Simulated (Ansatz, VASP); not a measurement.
# SiO2: VASP beside Ansatz

INCAR

```
PREC = Accurate
ENCUT = 520
EDIFF = 1E-6
ISMEAR = -1
SIGMA = 0.03
LREAL = F
LASPH = T
NELM = 60
ALGO = Normal
ISIF = 2
LWAVE = F
LCHARG = F
GGA = PS
NBANDS = 25
```

File KPOINTS:

```
regular mesh
0
Gamma
  6 6 9
```

Contents of POSCAR:

```
SiO2
1.0
    4.1801000000      0.0000000000      0.0000000000
    0.0000000000      4.1801000000      0.0000000000
    0.0000000000      0.0000000000      2.6144440000
Si O
2 4
Direct
    0.0000000000      0.0000000000      0.0000000000
    0.5000000000      0.5000000000      0.5000000000
    0.3067000000      0.3067000000      0.0000000000
    0.1933000000      0.8067000000      0.5000000000
    0.6933000000      0.6933000000      0.0000000000
    0.8067000000      0.1933000000      0.5000000000
```

Input for Ansatz:

```yaml
crystal:
  lattice:
    - [4.1801, 0.0, 0.0]
    - [0.0, 4.1801, 0.0]
    - [0.0, 0.0, 2.614444]
  atoms:
    - { symbol: Si, position: [0.0, 0.0, 0.0] }
    - { symbol: Si, position: [0.5, 0.5, 0.5] }
    - { symbol: O, position: [0.3067, 0.3067, 0.0] }
    - { symbol: O, position: [0.1933, 0.8067, 0.5] }
    - { symbol: O, position: [0.6933, 0.6933, 0.0] }
    - { symbol: O, position: [0.8067, 0.1933, 0.5] }
kpoints:
  mp_grid: { grid: [6, 6, 9] }
  band_path:
    path:
      - [0.0, 0.0, 0.0]
      - [0.0, 0.5, 0.0]
      - [0.5, 0.5, 0.0]
      - [0.0, 0.0, 0.0]
      - [0.0, 0.0, 0.5]
      - [0.0, 0.5, 0.5]
      - [0.5, 0.5, 0.5]
      - [0.0, 0.0, 0.5]
      - [0.0, 0.5, 0.0]
    npoints: 5
scf:
  occupations: { method: fermi_dirac, width: 0.03 }
hamiltonian:
  xc: pbesol
  pseudopotentials: { kind: all_electron, lapw: { basis_error: 0.001 } }
output:
  forces: true
  stress: true
  eigenvalues: true
```

Change from the starting cell: zz strain of -2 %.

Alike in both runs: task single point; functional PBEsol; k mesh 6 × 6 × 9; occupations fermi-dirac, width 0.03 eV; no spin polarisation.

|  | VASP | Ansatz |
| --- | --- | --- |
| version | VASP 6.6.1 | Ansatz 0.2.0 |
| potentials or method | VASP PAW PBE potentials, release 64 (Si, O), cutoff 520 eV | all-electron LAPW, scalar-relativistic |

|  | VASP | Ansatz | Ansatz less VASP |
| --- | --- | --- | --- |
| gap on the k mesh at the Fermi level (eV) | 6.02 | 6.03 | +0.005 |
| pressure (GPa) | 12.9 | 12.0 | -0.89 |
| traceless stress, the component that is largest in VASP (GPa) | 9.02 | 8.21 | -0.809 |
| rms of the force components (eV/Å) | 0.140 | 0.112 | -0.0273 |

VASP's potentials were made for PBE, not for PBEsol. Atom by atom the forces differ by 0.027 eV/Å (rms over components). Ansatz ran all-electron here, and VASP with PAW potentials.
